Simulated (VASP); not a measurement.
# LiF3 (Cc) in VASP: single point with PBE

Aim: the single point of LiF3 with PBE.

Program: VASP 6.6.1. These are calculated values, not measurements. Logs are shortened: lines on timing, memory, paths and dates and some standing lists are left out, and cuts for length are marked.

### Step 1. The cell of the first run

The typed cell holds 8 atoms: a = 4.737 Å, b = 4.737 Å, c = 4.524 Å, α = 94.70°, β = 94.70°, γ = 86.73°.

### Step 2. Single point, PBE, collinear spin

Contents of INCAR:

```
SYSTEM = LiF3
ALGO = Normal
EDIFF = 1E-6
ENCUT = 520
GGA = PE
ISIF = 2
ISMEAR = 0
ISPIN = 2
LASPH = .TRUE.
LCHARG = .TRUE.
LELF = .TRUE.
LORBIT = 11
LREAL = .FALSE.
LVHAR = .TRUE.
LWAVE = .FALSE.
MAGMOM = 0 0 1 1 1 1 1 1
NBANDS = 38
NELM = 150
PREC = Accurate
SIGMA = 0.1
```

Contents of KPOINTS:

```
k-points
0
G
  4 4 4
  0 0 0
```

Contents of POSCAR:

```
LiF3
1.0
    3.3554351479     -3.2524498964      0.7738076692
    3.3554351479      3.2524498964      0.7738076692
   -1.5074038950      0.0000000000      4.2654428460
Li F
2 6
Direct
    0.5032749650      0.0032899387      0.9967682668
    0.0032899387      0.5032749650      0.4967682668
    0.7534609674      0.7532961853      0.7466880883
    0.2534272163      0.2530749532      0.7466382496
    0.7531638182      0.2533793957      0.2467216753
    0.2530749532      0.2534272163      0.2466382496
    0.7532961853      0.7534609674      0.2466880883
    0.2533793957      0.7531638182      0.7467216753
```

Potentials or basis: VASP PAW PBE potentials, release 64 (Li_sv, F).

Started as:

```bash
> cat potpaw_PBE.64/Li_sv/POTCAR potpaw_PBE.64/F/POTCAR > POTCAR
> mpirun -np 1 vasp_std > vasp.out
```

OUTCAR:

```text
SYSTEM = LiF3
   EDIFF = 1E-6
   ENCUT = 520
   GGA = PE
   ISIF = 2
   ISMEAR = 0
   ISPIN = 2
   LASPH = .TRUE.
   LORBIT = 11
   LREAL = .FALSE.
   NELM = 150
   PREC = Accurate

 ion  position               nearest neighbor table
   1  0.503  0.003  0.997-   5 1.95   8 1.95   4 1.98   7 1.98   6 1.98   3 1.98
   2  0.003  0.503  0.497-   8 1.95   5 1.95   6 1.98   3 1.98   4 1.98   7 1.98
   3  0.753  0.753  0.747-   2 1.98   1 1.98
   4  0.253  0.253  0.747-   1 1.98   2 1.98
   5  0.753  0.253  0.247-   1 1.95   2 1.95
   6  0.253  0.253  0.247-   2 1.98   1 1.98
   7  0.753  0.753  0.247-   1 1.98   2 1.98
   8  0.253  0.753  0.747-   2 1.95   1 1.95

  LATTYP: Found a base centered monoclinic cell.
 ALAT       =     6.8870090288
 B/A-ratio  =     0.9445173900
 C/A-ratio  =     0.6568840073
 COS(beta)  =    -0.1128084508

  Lattice vectors:

 A1 = (   3.3554351479,  -3.2524498964,   0.7738076692)
 A2 = (   3.3554351479,   3.2524498964,   0.7738076692)
 A3 = (  -1.5074038950,   0.0000000000,   4.2654428460)

Analysis of symmetry for initial positions (statically):
=====================================================================
 Subroutine PRICEL returns:
 Original cell was already a primitive cell.

 Routine SETGRP: Setting up the symmetry group for a
 base centered monoclinic supercell.

 Subroutine GETGRP returns: Found  2 space group operations
 (whereof  1 operations were pure point group operations)
 out of a pool of  4 trial point group operations.

The static configuration has the point symmetry C_1 .
 The point group associated with its full space group is C_1h.

Analysis of symmetry for dynamics (positions and initial velocities):
=====================================================================
 Subroutine PRICEL returns:
 Original cell was already a primitive cell.

 Routine SETGRP: Setting up the symmetry group for a
 base centered monoclinic supercell.

 Subroutine GETGRP returns: Found  2 space group operations
 (whereof  1 operations were pure point group operations)
 out of a pool of  4 trial point group operations.

The dynamic configuration has the point symmetry C_1 .
 The point group associated with its full space group is C_1h.

Analysis of structural, dynamic, and magnetic symmetry:
=====================================================================
 Subroutine PRICEL returns:
 Original cell was already a primitive cell.

 Routine SETGRP: Setting up the symmetry group for a
 base centered monoclinic supercell.

 Subroutine GETGRP returns: Found  2 space group operations
 (whereof  1 operations were pure point group operations)
 out of a pool of  4 trial point group operations.

The overall configuration has the point symmetry C_1 .
 The point group associated with its full space group is C_1h.

 Subroutine INISYM returns: Found  2 space group operations
 (whereof  1 operations are pure point group operations),
 and found     1 'primitive' translations

----------------------------------------------------------------------------------------

                                     Primitive cell

  volume of cell :     100.6884

  direct lattice vectors                    reciprocal lattice vectors
     3.355435148 -3.252449896  0.773807669     0.137782870 -0.153730270  0.048692350
     3.355435148  3.252449896  0.773807669     0.137782870  0.153730270  0.048692350
    -1.507403895  0.000000000  4.265442846    -0.049991265  0.000000000  0.216775375

  length of vectors
     4.736681715  4.736681715  4.523966089     0.212103890  0.212103890  0.222465030

  position of ions in fractional coordinates (direct lattice)
     0.503274965  0.003289939  0.996768267
     0.003289939  0.503274965  0.496768267
     0.753460967  0.753296185  0.746688088
     0.253427216  0.253074953  0.746638250
     0.753163818  0.253379396  0.246721675
     0.253074953  0.253427216  0.246638250
     0.753296185  0.753460967  0.246688088
     0.253379396  0.753163818  0.746721675

[... 63 lines left out ...]
   k-points           NKPTS =     24   k-points in BZ     NKDIM =     24   number of bands    NBANDS=     38
   number of dos      NEDOS =    301   number of ions     NIONS =      8
   total plane-waves  NPLWV =  46656
   dimension x,y,z NGX =    36 NGY =   36 NGZ =   36
   dimension x,y,z NGXF=    72 NGYF=   72 NGZF=   72
   ions per type =               2   6
   NGX,Y,Z   is equivalent  to a cutoff of  12.64, 12.64, 13.23 a.u.
   NGXF,Y,Z  is equivalent  to a cutoff of  25.27, 25.27, 26.46 a.u.
 SYSTEM =  LiF3
   PREC   = accura    normal or accurate (medium, high low for compatibility)
   ISTART =      0    job   : 0-new  1-cont  2-samecut
   ICHARG =      2    charge: 1-file 2-atom 10-const
   ISPIN  =      2    spin polarized calculation?
   LNONCOLLINEAR =      F non collinear calculations
   LSORBIT =      F    spin-orbit coupling
   LASPH  =      T    aspherical Exc in radial PAW
   ENCUT  =  520.0 eV  38.22 Ry    6.18 a.u.   8.81  8.81  8.41*2*pi/ulx,y,z
   NELM   =    150;   NELMIN=  2; NELMDL= -5     # of ELM steps
   EDIFF  = 0.1E-05   stopping-criterion for ELM
   LREAL  =      F    real-space projection
   EDIFFG = 0.1E-04   stopping-criterion for IOM
   NSW    =      0    number of steps for IOM
   IBRION =     -1    ionic relax: 0-MD 1-quasi-New 2-CG
   NFREE  =      0    steps in history (QN), initial steepest desc. (CG)
   ISIF   =      2    stress and relaxation
   ISYM   =      2    0-nonsym 1-usesym 2-fastsym
   POTIM  = 0.5000    time-step for ionic-motion
   TEBEG  =    0.0;   TEEND  =   0.0 temperature during run
   PSTRESS=    0.0 pullay stress
   NELECT =      48.0000    total number of electrons
   NUPDOWN=      -1.0000    fix difference up-down
   EMIN   =  10.00;   EMAX   =-10.00  energy-range for DOS
   EFERMI =   0.00;   METHOD = LEGACY
   ISMEAR =     0;   SIGMA  =   0.10  broadening in eV -4-tet -1-fermi 0-gaus
   EFERMI_NEDOS =   21; number of points for ismear=-14 and -15
   IALGO  =     38    algorithm
   IMIX   =      4    mixing-type and parameters
     AMIX     =   0.40;   BMIX     =  1.00
     AMIX_MAG =   1.60;   BMIX_MAG =  1.00
  volume/ion in A,a.u.               =      12.59        84.93
  Fermi-wavevector in a.u.,A,eV,Ry     =   1.278877  2.416727 22.252683  1.635526
  Thomas-Fermi vector in A             =   2.411394
   LORBIT       =     11    0 simple, 1 ext, 2 COOP (PROOUT), +10 PAW based schemes
   GGA     = PE    functional components
   LHFCALC =     F    Hartree Fock is set to
   AEXX    =    0.0000 exact exchange contribution
   IVDW    =     0    specifies the selected vdW correction
   LEPSILON=     F    determine dielectric tensor
   LRPA    =     F    only Hartree local field effects (RPA)
 spin polarized calculation
 Gauss-broadening in eV      SIGMA  =   0.10
  energy-cutoff  :      520.00
  volume of cell :      100.69
 maximum number of plane-waves:      2730
   NGX = 17   NGY = 17   NGZ = 17

 number of electron      47.9999983 magnetization       3.9999981

 Free energy of the ion-electron system (eV)
  ---------------------------------------------------
  ext. energy  EPLUGINS =         0.00000000
  ---------------------------------------------------
  free energy    TOTEN  =       -24.58184074 eV

  energy without entropy =      -24.55577826  energy(sigma->0) =      -24.56880950

 E-fermi :  -3.7064     XC(G=0):  -8.2800

 val. band max:       -3.7244784544   @ k =  -0.2500  -0.2500   0.2500
 cond. band min:      -3.6909790918   @ k =   0.2500   0.2500  -0.0000
 fundamental gap:      0.0334993626
 Fermi energy:        -3.7064419981

 spin component 1

 k-point     1 :       0.0000    0.0000    0.0000
  band No.  band energies     occupation
      1     -44.9617      1.00000
      2     -44.9565      1.00000
      3     -25.5980      1.00000
      4     -25.2872      1.00000
      5     -25.0348      1.00000
      6     -24.4187      1.00000
[... 925 lines left out ...]
     35      15.7425      0.00000
     36      15.7425      0.00000
 Fermi energy:        -3.7064419981

 spin component 2

 k-point     1 :       0.0000    0.0000    0.0000
  band No.  band energies     occupation
      1     -44.9713      1.00000
      2     -44.9666      1.00000
      3     -24.4209      1.00000
      4     -24.0632      1.00000
      5     -23.8500      1.00000
      6     -23.1949      1.00000
[... 925 lines left out ...]
     35      15.9798      0.00000
     36      15.9798      0.00000
 [bands above 36 left out]

------------------------ aborting loop because EDIFF is reached ----------------------------------------

  FORCE on cell =-STRESS in cart. coord.  units (eV):
  Direction    XX          YY          ZZ          XY          YZ          ZX
  --------------------------------------------------------------------------------------
  -------------------------------------------------------------------------------------
  Total       -0.2572376     -0.0745278     -0.1268481      0.0000000      0.0000000      0.0933691
  in kB       -4.0932233     -1.1859034     -2.0184363      0.0000000      0.0000000      1.4857111
  external PRESSURE =      -2.4325210 kB  Pullay stress =       0.0000000 kB

 VOLUME and BASIS-vectors are now :
 -----------------------------------------------------------------------------
  energy-cutoff  :      520.00
  volume of cell :      100.69
      direct lattice vectors                 reciprocal lattice vectors
     3.355435148 -3.252449896  0.773807669     0.137782870 -0.153730270  0.048692350
     3.355435148  3.252449896  0.773807669     0.137782870  0.153730270  0.048692350
    -1.507403895  0.000000000  4.265442846    -0.049991265  0.000000000  0.216775375

 POSITION                                       TOTAL-FORCE (eV/Angst)
 -----------------------------------------------------------------------------------
      0.19721     -1.62618      4.64364        -0.000180      0.000177     -0.000502
      0.95092      1.62618      2.51092        -0.000180     -0.000177     -0.000502
      3.93027     -0.00054      4.35090        -0.000660      0.002097      0.000939
      0.57405     -0.00115      3.57668         0.000505      0.002660     -0.000931
      3.00548     -1.62552      1.83125         0.000336      0.000357      0.000494
      1.32775      0.00115      1.44396         0.000505     -0.002660     -0.000931
      4.68397      0.00054      2.21817        -0.000660     -0.002097      0.000939
      2.25178      1.62552      3.96397         0.000336     -0.000357      0.000494
 -----------------------------------------------------------------------------------
    total drift:                                0.003597      0.000000      0.005158

  FREE ENERGIE OF THE ION-ELECTRON SYSTEM (eV)
  ---------------------------------------------------
  free  energy   TOTEN  =       -24.5818407407 eV

  energy  without entropy=      -24.5557782644  energy(sigma->0) =      -24.56880950

 total charge

# of ion       s       p       d       tot
------------------------------------------
    1        2.014   0.044   0.000   2.058
    2        2.014   0.044   0.000   2.058
    3        1.756   4.135   0.000   5.891
    4        1.756   4.135   0.000   5.891
    5        1.754   4.148   0.000   5.902
    6        1.756   4.135   0.000   5.891
    7        1.756   4.135   0.000   5.891
    8        1.754   4.148   0.000   5.902
--------------------------------------------------
tot         14.562  24.924   0.000  39.486

 magnetization (x)

# of ion       s       p       d       tot
------------------------------------------
    1       -0.001  -0.003   0.000  -0.004
    2       -0.001  -0.003   0.000  -0.004
    3        0.004   0.626   0.000   0.630
    4        0.004   0.626   0.000   0.630
    5        0.004   0.593   0.000   0.596
    6        0.004   0.626   0.000   0.630
    7        0.004   0.626   0.000   0.630
    8        0.004   0.593   0.000   0.596
--------------------------------------------------
tot          0.020   3.683   0.000   3.703
```

It took 2.6 min on 1 thread of Intel Xeon Platinum 8488C (Sapphire Rapids), shared host; peak memory 0.3 GiB.

Results:

- Free energy: -24.5818 eV
- Band gap on the k mesh: zero (filled and empty bands overlap)
- Net moment: 4.00 μB per cell
- Site moments: Li -0.00; F +0.63, +0.60 (each value once) μB
- Valence electrons inside the program's atomic spheres: Li 2.06; F 5.89, 5.90 (each value once)

Forces on the atoms (eV/Å):
```
Li   0.000  0.000 -0.001
Li   0.000  0.000 -0.001
F   -0.001  0.002  0.001
F    0.001  0.003 -0.001
F    0.000  0.000  0.000
F    0.001 -0.003 -0.001
F   -0.001 -0.002  0.001
F    0.000  0.000  0.000
```

Caveat: the cutoff is under 1.25 times the usual one of these potentials, so pressure, stress and relaxed cells hold a basis-set (Pulay) error.
